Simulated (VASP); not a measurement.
Here is a VASP 6.6.1 calculation.

File POSCAR:

```
GaN
1.0
    0.0000000000      2.1352350000      2.1352350000
    2.1352350000      0.0000000000      2.1352350000
    2.1352350000      2.1352350000      0.0000000000
Ga N
1 1
Direct
    0.0585415657      0.0585415657     -0.0585415657
    0.5000000000      0.5000000000      0.5000000000
```

INCAR.step1

```
  PREC = Accurate
  ENCUT = 1460
  ISMEAR = 0
  SIGMA = 0.05
  LREAL = F
  LASPH = T
  NELM = 120
  NBANDS = 16
  GGA = PE
  ALGO = Normal
  EDIFF = 1E-5
  LWAVE = T
  LCHARG = F
  GGA_COMPAT = F
```

INCAR.step2

```
  PREC = Accurate
  ENCUT = 1460
  EDIFF = 1E-6
  ISMEAR = 0
  SIGMA = 0.05
  LREAL = F
  LASPH = T
  NELM = 120
  ALGO = Normal
  ISIF = 2
  LWAVE = F
  LCHARG = F
  METAGGA = R2SCAN
  LMIXTAU = T
  NBANDS = 16
  ISTART = 1
  GGA_COMPAT = F
```

Contents of KPOINTS:

```
regular mesh
0
Gamma
  12 12 12
```

Potentials or basis: VASP PAW PBE potentials, release 64 (Ga_d, N_h).

Command:

```console
$ cat potpaw_PBE.64/Ga_d/POTCAR potpaw_PBE.64/N_h/POTCAR > POTCAR
$ cp INCAR.step1 INCAR
$ mpirun -np 1 vasp_std > vasp.out
$ cp INCAR.step2 INCAR
$ mpirun -np 1 vasp_std > vasp.out
```

What does it give for the largest force?

1.284 eV/Å.

What does it give for the band gap on the k mesh?

0.92 eV (least direct gap 2.75 eV).

Predict the pressure.

0.1 GPa.

Forces on the atoms (eV/Å):
```
Ga   0.000  0.000 -1.284
N    0.000  0.000  1.284
```

Caveat: the cell differs from its parent crystal (all Ga atoms moved -0.250 Å, as atom 1 towards its neighbour atom 2 (N) at 2.135 Å); the stress differs along the axes, from -9 to 19 GPa; the PAW data sets were made with another functional, which shifts forces and pressure a little. A k mesh can miss the band edges.
